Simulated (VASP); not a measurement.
# HfB2 (P6/mmm) in VASP: further runs, part 2 of 2

VASP 6.6.1. Earlier steps stand in the parts before.

## Step 4: Single point, PBE

This run uses another cell than the first one, of 9.96 Å³/atom, 1.020 times its volume.

Input file INCAR:

```
ALGO = Normal
EDIFF = 1E-6
ENCUT = 500
GGA = PE
GGA_COMPAT = False
ISIF = 2
ISMEAR = 1
LASPH = True
LCHARG = False
LREAL = False
LWAVE = False
NBANDS = 15
NELM = 120
PREC = Accurate
SIGMA = 0.05
```

Input file KPOINTS:

```
k-points
0
Gamma
  8 8 7
```

Input file POSCAR:

```
HfB2
1.0
    3.1466142260      0.0000000000      0.0000000000
   -1.5733071130      2.7250478556      0.0000000000
    0.0000000000      0.0000000000      3.4833130725
Hf B
1 2
Direct
    0.0000000000      0.0000000000      0.0000000000
    0.3333333333      0.6666666667      0.5000000000
    0.6666666667      0.3333333333      0.5000000000
```

Potentials or basis: VASP PAW PBE potentials, release 64 (Hf_pv, B).

On the command line:

```sh
> cat potpaw_PBE.64/Hf_pv/POTCAR potpaw_PBE.64/B/POTCAR > POTCAR
> mpirun -np 1 vasp_std > vasp.out
```

OUTCAR:

```text
EDIFF = 1E-6
   ENCUT = 500
   GGA = PE
   ISIF = 2
   ISMEAR = 1
   LASPH = True
   LREAL = False
   NELM = 120
   PREC = Accurate

 ion  position               nearest neighbor table
   1  0.000  0.000  0.000-   2 2.52   3 2.52   2 2.52   3 2.52   2 2.52   2 2.52   3 2.52   3 2.52
                             3 2.52   3 2.52   2 2.52   2 2.52
   2  0.333  0.667  0.500-   3 1.82   3 1.82   3 1.82   1 2.52   1 2.52   1 2.52   1 2.52   1 2.52
                             1 2.52
   3  0.667  0.333  0.500-   2 1.82   2 1.82   2 1.82   1 2.52   1 2.52   1 2.52   1 2.52   1 2.52
                             1 2.52

  LATTYP: Found a hexagonal cell.
 ALAT       =     3.1466142260
 C/A-ratio  =     1.1070035353

  Lattice vectors:

 A1 = (   3.1466142260,   0.0000000000,   0.0000000000)
 A2 = (  -1.5733071130,   2.7250478556,   0.0000000000)
 A3 = (   0.0000000000,   0.0000000000,   3.4833130725)

Analysis of symmetry for initial positions (statically):
=====================================================================
 Subroutine PRICEL returns:
 Original cell was already a primitive cell.

 Routine SETGRP: Setting up the symmetry group for a
 hexagonal supercell.

 Subroutine GETGRP returns: Found 24 space group operations
 (whereof 24 operations were pure point group operations)
 out of a pool of 24 trial point group operations.

The static configuration has the point symmetry D_6h.

Analysis of symmetry for dynamics (positions and initial velocities):
=====================================================================
 Subroutine PRICEL returns:
 Original cell was already a primitive cell.

 Routine SETGRP: Setting up the symmetry group for a
 hexagonal supercell.

 Subroutine GETGRP returns: Found 24 space group operations
 (whereof 24 operations were pure point group operations)
 out of a pool of 24 trial point group operations.

The dynamic configuration has the point symmetry D_6h.

 Subroutine INISYM returns: Found 24 space group operations
[... 124 lines left out ...]
   GGA     = PE    functional components
   LHFCALC =     F    Hartree Fock is set to
   AEXX    =    0.0000 exact exchange contribution
   IVDW    =     0    specifies the selected vdW correction
   LEPSILON=     F    determine dielectric tensor
   LRPA    =     F    only Hartree local field effects (RPA)
 non-spin polarized calculation
 Methfessel and Paxton  Order N= 1 SIGMA  =   0.05
  energy-cutoff  :      500.00
  volume of cell :       29.87
 maximum number of plane-waves:       772
 NGX is ok and might be reduce to    24
   NGX = 11   NGY = 11   NGZ = 13

 number of electron      15.9999998 magnetization

 Free energy of the ion-electron system (eV)
  ---------------------------------------------------
  ext. energy  EPLUGINS =         0.00000000
  ---------------------------------------------------
  free energy    TOTEN  =       -26.39699888 eV

  energy without entropy =      -26.39666620  energy(sigma->0) =      -26.39688799

 E-fermi :   7.8376     XC(G=0): -12.5723

 val. band max:        7.4915485871   @ k =   0.1250  -0.0000   0.4286
 cond. band min:       7.8476536651   @ k =   0.3750   0.1250   0.0000
 fundamental gap:      0.3561050780
 Fermi energy:         7.8375889248

 k-point     1 :       0.0000    0.0000    0.0000
  band No.  band energies     occupation
      1     -23.0204      2.00000
      2     -22.5242      2.00000
      3     -22.5242      2.00000
      4      -6.0949      2.00000
      5       4.6465      2.00000
      6       4.7352      2.00000
      7       4.7352      2.00000
      8       4.8577      2.00000
      9      11.6298      0.00000
     10      11.6298      0.00000
     11      12.2760      0.00000
     12      12.2760      0.00000
     13      12.5692      0.00000
     14      12.5878      0.00000
[... 401 lines left out ...]
      2     -23.0548      2.00000
      3     -22.6555      2.00000
      4      -3.0594      2.00000
      5       0.0881      2.00000
      6       3.4068      2.00000
      7       3.5396      2.00000
      8       4.9600      2.00000
      9       9.3367      0.00000
     10      11.6459      0.00000
     11      13.1418      0.00000
     12      13.7470      0.00000
     13      14.2240      0.00000
     14      16.5402      0.00000
     15      19.0569      0.00000

 [... further k-points ...]
[... 5 lines left out ...]
  --------------------------------------------------------------------------------------
  -------------------------------------------------------------------------------------
  Total       -0.0821148     -0.0821148     -0.0332253      0.0000000      0.0000000      0.0000000
  in kB       -4.4047569     -4.4047569     -1.7822533      0.0000000      0.0000000      0.0000000
  external PRESSURE =      -3.5305890 kB  Pullay stress =       0.0000000 kB

 VOLUME and BASIS-vectors are now :
 -----------------------------------------------------------------------------
  energy-cutoff  :      500.00
  volume of cell :       29.87
      direct lattice vectors                 reciprocal lattice vectors
     3.146614226  0.000000000  0.000000000     0.317801906  0.183483016  0.000000000
    -1.573307113  2.725047856  0.000000000     0.000000000  0.366966033  0.000000000
     0.000000000  0.000000000  3.483313073     0.000000000  0.000000000  0.287083010

 POSITION                                       TOTAL-FORCE (eV/Angst)
 -----------------------------------------------------------------------------------
      0.00000      0.00000      0.00000        -0.000000     -0.000000     -0.000000
     -0.00000      1.81670      1.74166        -0.000000      0.000000      0.000000
      1.57331      0.90835      1.74166         0.000000     -0.000000     -0.000000
 -----------------------------------------------------------------------------------
    total drift:                               -0.000000      0.000000     -0.000000

  FREE ENERGIE OF THE ION-ELECTRON SYSTEM (eV)
  ---------------------------------------------------
  free  energy   TOTEN  =       -26.3969988840 eV

  energy  without entropy=      -26.3966662030  energy(sigma->0) =      -26.39688799
```

stdout:

```text
POSCAR found type information on POSCAR HfB
 POSCAR found :  2 types and       3 ions
 scaLAPACK will be used
 LDA part: xc-table for (Slater+PW92), standard interpolation
 POSCAR, INCAR and KPOINTS ok, starting setup
 FFT: planning ... GRIDC
 FFT: planning ... GRID_SOFT
 FFT: planning ... GRID
 WAVECAR not read
 entering main loop
```

Wall time 13 s (1 thread of Intel Xeon Platinum 8259CL at 2.50GHz (Skylake/Cascade Lake), shared host); peak memory 0.15 GiB.

What came out:

```yaml
Free_energy: -26.3970 eV
Pressure: -0.4 GPa
Band_gap_on_the_k_mesh: zero (band 8 reaches 8.21 eV, above the bottom of band 9 at 7.85 eV)
```

Stress tensor (GPa, compression positive):
```
-0.44  0.00  0.00
 0.00 -0.44  0.00
 0.00  0.00 -0.18
```

Caveat: spin-orbit coupling is left out, which moves the levels of the heavy elements.

## Step 5: Single point, PBE

This run uses another cell than the first one, of 10.16 Å³/atom, 1.041 times its volume.

Input file INCAR:

```
SYSTEM = HfB2
PREC = Accurate
ENCUT = 500
EDIFF = 1E-6
ISMEAR = 1
SIGMA = 0.05
LREAL = .False.
LASPH = .True.
NELM = 120
ALGO = Normal
ISIF = 2
LWAVE = .False.
LCHARG = .False.
GGA = PE
NBANDS = 15
GGA_COMPAT = .False.
```

Input file KPOINTS:

```
regular mesh
0
Gamma
  8 8 6
  0 0 0
```

Input file POSCAR:

```
HfB2
1.0
    3.1674533381      0.0000000000      0.0000000000
   -1.5837266691      2.7430950561      0.0000000000
    0.0000000000      0.0000000000      3.5063820433
Hf B
1 2
Direct
    0.0000000000      0.0000000000      0.0000000000
    0.3333333333      0.6666666667      0.5000000000
    0.6666666667      0.3333333333      0.5000000000
```

On the command line:

```sh
> cat potpaw_PBE.64/Hf_pv/POTCAR potpaw_PBE.64/B/POTCAR > POTCAR
> mpirun -np 1 vasp_std > vasp.out
```

Wall time 19 s (1 thread of Intel Xeon Platinum 8259CL at 2.50GHz (Skylake/Cascade Lake), shared host); peak memory 0.15 GiB.

Results (log left out):

| Item | Value |
| --- | --- |
| Free energy | -26.3871 eV |
| Pressure | -5.2 GPa |
| Band gap on the k mesh | zero (band 8 reaches 8.24 eV, above the bottom of band 9 at 7.69 eV) |

Stress tensor (GPa, compression positive):
```
-5.53  0.00  0.00
 0.00 -5.53  0.00
 0.00  0.00 -4.42
```

Levels at points of the mesh, in eV from the Fermi level:
| k point | band 4 | band 5 | band 6 | band 7 | band 8 | band 9 | band 10 | band 11 | band 12 | band 13 |
| --- | --- | --- | --- | --- | --- | --- | --- | --- | --- | --- |
| (0.00, 0.00, 0.00) | -13.81 | -3.13 | -3.05 | -3.05 | -2.97 | 3.71 | 3.71 | 4.34 | 4.34 | 4.60 |
| (0.50, 0.00, 0.00) | -9.85 | -9.23 | -4.23 | -3.60 | -2.99 | 1.86 | 2.46 | 5.19 | 5.35 | 5.95 |
| (0.00, 0.00, 0.50) | -11.50 | -8.46 | -1.39 | -1.39 | 0.10 | 0.10 | 0.79 | 0.79 | 1.99 | 4.79 |
| (0.50, 0.00, 0.50) | -10.42 | -7.67 | -5.08 | -4.81 | -2.91 | 3.66 | 3.84 | 5.86 | 6.77 | 6.94 |

Caveat: spin-orbit coupling is left out, which moves the levels of the heavy elements.

## Step 6: The runs side by side

| cell | k mesh | gap on the mesh (eV) | pressure (GPa) |
| --- | --- | --- | --- |
| a = 3.125, b = 3.125, c = 3.460 Å, angles 90.0, 90.0, 120.0°, 3 atoms | 8 × 8 × 7 | none | 5.0 |
| a = 3.146, b = 3.146, c = 3.485 Å, angles 90.0, 90.0, 120.0°, 3 atoms | 8 × 8 × 6 | none | -0.4 |
| a = 3.147, b = 3.147, c = 3.483 Å, angles 90.0, 90.0, 120.0°, 3 atoms | 8 × 8 × 7 | none | -0.4 |
| a = 3.167, b = 3.167, c = 3.506 Å, angles 90.0, 90.0, 120.0°, 3 atoms | 8 × 8 × 6 | none | -5.2 |

Alike in all rows: task single point; level PBE; potentials or basis VASP PAW PBE potentials, release 64 (Hf_pv, B); no spin polarisation; cutoff (eV) 500; smearing methfessel-paxton 0.05 eV.

Caveats: spin-orbit coupling is left out, which moves the levels of the heavy elements.

Total energies depend on the potentials used, so only differences within one code and one set of settings carry meaning.
